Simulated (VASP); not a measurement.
# C (P6_3/mmc) in VASP: a series of runs

The runs below take C through single point, with PBE.

Program: VASP 6.6.1. These are calculated values, not measurements. Logs are shortened: lines on timing, memory, paths and dates and some standing lists are left out, and cuts for length are marked.

### 1 The cell of the first run

Symmetry: P6_3/mmc, No. 194, hexagonal system. The conventional cell has a = 2.467 Å, b = 2.467 Å, c = 8.465 Å, α = 90.00°, β = 90.00°, γ = 120.00°. Within 1.9 Å of C (site symmetry -6m2) lie 3 C at 1.42 Å. C (site symmetry -6m2) has 3 C at 1.42 Å within 1.9 Å.

### 2 Single point, PBE

INCAR reads:

```
SYSTEM = C
PREC     = Accurate       ! precision mode
ENCUT    = 520            ! plane-wave cutoff, eV
EDIFF    = 1E-6           ! SCF threshold, eV
ISMEAR   = 0              ! smearing method
SIGMA    = 0.1            ! smearing width, eV
LREAL    = Auto         
LASPH    = .TRUE.         ! aspherical terms in the spheres
NELM     = 80             ! most SCF steps
ALGO     = Normal         ! electronic algorithm
ISIF     = 2              ! what is computed and relaxed
LWAVE    = .FALSE.        ! write WAVECAR
LCHARG   = .TRUE.         ! write CHGCAR
GGA      = PE             ! functional
LELF     = .TRUE.         ! ELF
LVHAR    = .TRUE.       
NBANDS   = 46             ! bands
```

KPOINTS reads:

```
Automatic mesh
0
G
  9 9 5
  0 0 0
```

POSCAR reads:

```
C
1.0
   -4.9330655670      0.0000000001      0.0000000000
    2.4665327835     -4.2721600996      0.0000000000
    0.0000000000      0.0000000000      8.4654494173
C
16
Direct
    0.5000000000      0.5000000000      0.2500000000
    0.5000000000      0.0000000000      0.2500000000
    0.0000000000      0.5000000000      0.2500000000
    0.0000000000      0.0000000000      0.2500000000
    0.5000000000      0.5000000000      0.7500000000
    0.5000000000      0.0000000000      0.7500000000
    0.0000000000      0.5000000000      0.7500000000
    0.0000000000      0.0000000000      0.7500000000
    0.3333333333      0.1666666667      0.2500000000
    0.3333333333      0.6666666667      0.2500000000
    0.8333333333      0.1666666667      0.2500000000
    0.8333333333      0.6666666667      0.2500000000
    0.1666666667      0.3333333333      0.7500000000
    0.1666666667      0.8333333333      0.7500000000
    0.6666666667      0.3333333333      0.7500000000
    0.6666666667      0.8333333333      0.7500000000
```

Potentials or basis: VASP PAW PBE potentials, release 64 (C).

Started as:

```
cat potpaw_PBE.64/C/POTCAR > POTCAR
mpirun -np 1 vasp_std > vasp.out
```

OUTCAR:

```text
SYSTEM = C
   PREC = Accurate
   ENCUT = 520
   EDIFF = 1E-6
   ISMEAR = 0
   LREAL = Auto
   LASPH = .TRUE.
   NELM = 80
   ISIF = 2
   GGA = PE

 ion  position               nearest neighbor table
   1  0.500  0.500  0.250-  12 1.42   9 1.42  10 1.42
   2  0.500  0.000  0.250-  11 1.42  10 1.42   9 1.42
   3  0.000  0.500  0.250-  10 1.42  11 1.42  12 1.42
   4  0.000  0.000  0.250-   9 1.42  12 1.42  11 1.42
   5  0.500  0.500  0.750-  13 1.42  16 1.42  15 1.42
   6  0.500  0.000  0.750-  14 1.42  15 1.42  16 1.42
[... 8 lines left out ...]
  15  0.667  0.333  0.750-   7 1.42   6 1.42   5 1.42
  16  0.667  0.833  0.750-   8 1.42   5 1.42   6 1.42

  LATTYP: Found a hexagonal cell.
 ALAT       =     4.9330655670
 C/A-ratio  =     1.7160626191

  Lattice vectors:

 A1 = (  -4.9330655670,   0.0000000001,   0.0000000000)
 A2 = (   2.4665327835,  -4.2721600996,   0.0000000000)
 A3 = (   0.0000000000,   0.0000000000,   8.4654494173)

Analysis of symmetry for initial positions (statically):
=====================================================================
 Subroutine PRICEL returns following result:

  LATTYP: Found a hexagonal cell.
 ALAT       =     2.4665327835
 C/A-ratio  =     3.4321252383

  Lattice vectors:

 A1 = (  -2.4665327835,   0.0000000001,   0.0000000000)
 A2 = (   1.2332663917,  -2.1360800498,   0.0000000000)
 A3 = (   0.0000000000,   0.0000000000,   8.4654494173)

   4 primitive cells build up your supercell.

 Routine SETGRP: Setting up the symmetry group for a
 hexagonal supercell.

 Subroutine GETGRP returns: Found 24 space group operations
 (whereof 12 operations were pure point group operations)
 out of a pool of 24 trial point group operations.

The static configuration has the point symmetry D_3d.
 The point group associated with its full space group is D_6h.

Analysis of symmetry for dynamics (positions and initial velocities):
=====================================================================
 Subroutine PRICEL returns following result:

  LATTYP: Found a hexagonal cell.
 ALAT       =     2.4665327835
 C/A-ratio  =     3.4321252383

  Lattice vectors:

 A1 = (  -2.4665327835,   0.0000000001,   0.0000000000)
 A2 = (   1.2332663917,  -2.1360800498,   0.0000000000)
 A3 = (   0.0000000000,   0.0000000000,   8.4654494173)

   4 primitive cells build up your supercell.

 Routine SETGRP: Setting up the symmetry group for a
 hexagonal supercell.

 Subroutine GETGRP returns: Found 24 space group operations
 (whereof 12 operations were pure point group operations)
 out of a pool of 24 trial point group operations.

The dynamic configuration has the point symmetry D_3d.
 The point group associated with its full space group is D_6h.

 Subroutine INISYM returns: Found 24 space group operations
 (whereof 12 operations are pure point group operations),
 and found     4 'primitive' translations

----------------------------------------------------------------------------------------

                                     Primitive cell

  volume of cell :      44.6020

  direct lattice vectors                    reciprocal lattice vectors
    -2.466532783  0.000000000  0.000000000    -0.405427411 -0.234073625  0.000000000
     1.233266392 -2.136080050  0.000000000    -0.000000000 -0.468147249  0.000000000
     0.000000000  0.000000000  8.465449417     0.000000000  0.000000000  0.118127219

  length of vectors
     2.466532783  2.466532784  8.465449417     0.468147249  0.468147249  0.118127219

  position of ions in fractional coordinates (direct lattice)
     0.000000000  0.000000000  0.250000000
     0.000000000  0.000000000  0.750000000
     0.666666667  0.333333333  0.250000000
     0.333333333  0.666666667  0.750000000

  ion indices of the primitive-cell ions
   primitive index   ion index
                 1           1
                 2           5
                 3          10
                 4          15

----------------------------------------------------------------------------------------

 KPOINTS: Automatic mesh

Automatic generation of k-mesh.
 Grid dimensions read from file:
 generate k-points for:    9    9    5

 Generating k-lattice:

  Cartesian coordinates                     Fractional coordinates (reciprocal lattice)
    -0.022523745 -0.013004090  0.000000000     0.111111111  0.000000000  0.000000000
    -0.000000000 -0.026008181  0.000000000     0.000000000  0.111111111  0.000000000
     0.000000000  0.000000000  0.023625444     0.000000000  0.000000000  0.200000000

  Length of vectors
     0.026008181  0.026008181  0.023625444

  Shift w.r.t. Gamma in fractional coordinates (k-lattice)
     0.000000000  0.000000000  0.000000000

 Subroutine IBZKPT returns following result:
 ===========================================

 Found     36 irreducible k-points:

 Following reciprocal coordinates:
            Coordinates               Weight
  0.000000  0.000000  0.000000      1.000000
  0.111111  0.000000  0.000000      6.000000
  0.222222  0.000000  0.000000      6.000000
  0.333333  0.000000  0.000000      6.000000
  0.444444  0.000000  0.000000      6.000000
  0.111111  0.111111  0.000000      6.000000
[... 16 lines left out ...]
  0.333333  0.222222  0.200000     24.000000
  0.333333  0.333333  0.200000      4.000000
 [... further k-points ...]
   k-points           NKPTS =     36   k-points in BZ     NKDIM =     36   number of bands    NBANDS=     46
   number of dos      NEDOS =    301   number of ions     NIONS =     16
   total plane-waves  NPLWV = 102400
   dimension x,y,z NGX =    40 NGY =   40 NGZ =   64
   dimension x,y,z NGXF=    80 NGYF=   80 NGZF=  128
   ions per type =              16
   NGX,Y,Z   is equivalent  to a cutoff of  13.48, 13.48, 12.57 a.u.
   NGXF,Y,Z  is equivalent  to a cutoff of  26.96, 26.96, 25.14 a.u.
 SYSTEM =  C
   PREC   = accura    normal or accurate (medium, high low for compatibility)
   ISTART =      0    job   : 0-new  1-cont  2-samecut
   ICHARG =      2    charge: 1-file 2-atom 10-const
   ISPIN  =      1    spin polarized calculation?
   LNONCOLLINEAR =      F non collinear calculations
   LSORBIT =      F    spin-orbit coupling
   LASPH  =      T    aspherical Exc in radial PAW
   ENCUT  =  520.0 eV  38.22 Ry    6.18 a.u.   9.17  9.17 15.74*2*pi/ulx,y,z
   NELM   =     80;   NELMIN=  2; NELMDL= -5     # of ELM steps
   EDIFF  = 0.1E-05   stopping-criterion for ELM
   LREAL  =      T    real-space projection
   EDIFFG = 0.1E-04   stopping-criterion for IOM
   NSW    =      0    number of steps for IOM
   IBRION =     -1    ionic relax: 0-MD 1-quasi-New 2-CG
   NFREE  =      0    steps in history (QN), initial steepest desc. (CG)
   ISIF   =      2    stress and relaxation
   ISYM   =      2    0-nonsym 1-usesym 2-fastsym
   POTIM  = 0.5000    time-step for ionic-motion
   TEBEG  =    0.0;   TEEND  =   0.0 temperature during run
   PSTRESS=    0.0 pullay stress
   NELECT =      64.0000    total number of electrons
   NUPDOWN=      -1.0000    fix difference up-down
   EMIN   =  10.00;   EMAX   =-10.00  energy-range for DOS
   EFERMI =   0.00;   METHOD = LEGACY
   ISMEAR =     0;   SIGMA  =   0.10  broadening in eV -4-tet -1-fermi 0-gaus
   EFERMI_NEDOS =   21; number of points for ismear=-14 and -15
   IALGO  =     38    algorithm
   IMIX   =      4    mixing-type and parameters
     AMIX     =   0.40;   BMIX     =  1.00
     AMIX_MAG =   1.60;   BMIX_MAG =  1.00
  volume/ion in A,a.u.               =      11.15        75.25
  Fermi-wavevector in a.u.,A,eV,Ry     =   1.163224  2.198175 18.409907  1.353090
  Thomas-Fermi vector in A             =   2.299776
   LORBIT       =      0    0 simple, 1 ext, 2 COOP (PROOUT), +10 PAW based schemes
   GGA     = PE    functional components
   LHFCALC =     F    Hartree Fock is set to
   AEXX    =    0.0000 exact exchange contribution
   IVDW    =     0    specifies the selected vdW correction
   LEPSILON=     F    determine dielectric tensor
   LRPA    =     F    only Hartree local field effects (RPA)
 non-spin polarized calculation
 Gauss-broadening in eV      SIGMA  =   0.10
  energy-cutoff  :      520.00
  volume of cell :      178.41
 maximum number of plane-waves:      4833
 NGX is ok and might be reduce to    40
   NGX = 19   NGY = 19   NGZ = 31

 number of electron      63.9999999 magnetization

 Free energy of the ion-electron system (eV)
  ---------------------------------------------------
  ext. energy  EPLUGINS =         0.00000000
  ---------------------------------------------------
  free energy    TOTEN  =      -147.62300401 eV

  energy without entropy =     -147.61890117  energy(sigma->0) =     -147.62095259

 E-fermi :   2.8431     XC(G=0):  -8.7674

 val. band max:        2.8427902251   @ k =   0.3333   0.3333   0.2000
 cond. band min:       2.8436008690   @ k =   0.3333   0.3333   0.4000
 fundamental gap:      0.0008106439
 Fermi energy:         2.8430727128

 k-point     1 :       0.0000    0.0000    0.0000
  band No.  band energies     occupation
      1     -16.6904      2.00000
      2     -16.6519      2.00000
      3     -11.4397      2.00000
      4     -11.4397      2.00000
      5     -11.4397      2.00000
      6     -11.4272      2.00000
[... 36 lines left out ...]
     43      10.1766      0.00000
     44      10.2328      0.00000

 k-point     2 :       0.1111    0.0000    0.0000
  band No.  band energies     occupation
      1     -16.6175      2.00000
      2     -16.5791      2.00000
      3     -12.1988      2.00000
      4     -12.1742      2.00000
      5     -11.6646      2.00000
      6     -11.6646      2.00000
[... 36 lines left out ...]
     43      10.5115      0.00000
     44      10.5115      0.00000

 k-point     3 :       0.2222    0.0000    0.0000
  band No.  band energies     occupation
      1     -16.3987      2.00000
      2     -16.3610      2.00000
      3     -13.1982      2.00000
      4     -13.1701      2.00000
      5     -12.0020      2.00000
      6     -12.0020      2.00000
[... 36 lines left out ...]
     43      10.6809      0.00000
     44      11.1987      0.00000

 k-point     4 :       0.3333    0.0000    0.0000
  band No.  band energies     occupation
      1     -16.0353      2.00000
      2     -15.9987      2.00000
      3     -14.1032      2.00000
      4     -14.0724      2.00000
      5     -12.2550      2.00000
      6     -12.2550      2.00000
[... 882 lines left out ...]
     43      11.6160      0.00000
     44      11.6904      0.00000

 k-point    23 :       0.3333    0.2222    0.2000
  band No.  band energies     occupation
      1     -15.3103      2.00000
      2     -15.2824      2.00000
      3     -14.6671      2.00000
      4     -14.6408      2.00000
      5     -14.0313      2.00000
      6     -14.0066      2.00000
[... 36 lines left out ...]
     43      10.3676      0.00000
     44      10.5220      0.00000

 k-point    24 :       0.3333    0.3333    0.2000
  band No.  band energies     occupation
      1     -14.7384      2.00000
      2     -14.7384      2.00000
      3     -14.7384      2.00000
      4     -14.7120      2.00000
      5     -14.7120      2.00000
      6     -14.7120      2.00000
[... 36 lines left out ...]
     43       9.2497      0.00000
     44      11.0738      0.00000

 [... further k-points ...]

 [bands above 44 left out]

------------------------ aborting loop because EDIFF is reached ----------------------------------------

  FORCE on cell =-STRESS in cart. coord.  units (eV):
  Direction    XX          YY          ZZ          XY          YZ          ZX
  --------------------------------------------------------------------------------------
  -------------------------------------------------------------------------------------
  Total        0.5535308      0.5535308     -0.0229382     -0.0000000      0.0000000      0.0000000
  in kB        4.9709338      4.9709338     -0.2059942     -0.0000000      0.0000000      0.0000000
  external PRESSURE =       3.2452911 kB  Pullay stress =       0.0000000 kB

 VOLUME and BASIS-vectors are now :
 -----------------------------------------------------------------------------
  energy-cutoff  :      520.00
  volume of cell :      178.41
      direct lattice vectors                 reciprocal lattice vectors
    -4.933065567  0.000000000  0.000000000    -0.202713705 -0.117036812  0.000000000
     2.466532783 -4.272160100  0.000000000    -0.000000000 -0.234073625  0.000000000
     0.000000000  0.000000000  8.465449417     0.000000000  0.000000000  0.118127219

 POSITION                                       TOTAL-FORCE (eV/Angst)
 -----------------------------------------------------------------------------------
     -1.23327     -2.13608      2.11636         0.000000     -0.000000     -0.000000
     -2.46653      0.00000      2.11636         0.000000     -0.000000     -0.000000
      1.23327     -2.13608      2.11636        -0.000000     -0.000000     -0.000000
      0.00000      0.00000      2.11636         0.000000     -0.000000     -0.000000
     -1.23327     -2.13608      6.34909        -0.000000      0.000000      0.000000
     -2.46653      0.00000      6.34909        -0.000000      0.000000      0.000000
[... 8 lines left out ...]
     -2.46653     -1.42405      6.34909         0.000000     -0.000000      0.000000
     -1.23327     -3.56013      6.34909         0.000000     -0.000000     -0.000000
 -----------------------------------------------------------------------------------
    total drift:                                0.000000     -0.000000      0.000000

  FREE ENERGIE OF THE ION-ELECTRON SYSTEM (eV)
  ---------------------------------------------------
  free  energy   TOTEN  =      -147.6230040149 eV

  energy  without entropy=     -147.6189011730  energy(sigma->0) =     -147.62095259
```

It took 2.9 min on 1 thread of AMD EPYC 9R45 (Zen 5), shared host; peak memory 0.36 GiB.

Results:

```
Free energy            : -147.6230 eV
Pressure               : 0.3 GPa
Band gap on the k mesh : zero (filled and empty bands touch)
```

Stress tensor (GPa, compression positive):
```
 0.50  0.00  0.00
 0.00  0.50  0.00
 0.00  0.00 -0.02
```

Caveat: this functional lacks dispersion, which binds the layers, so the pressure and a relaxed spacing across them are unreliable.

(Part 1 of 2 ends here.)
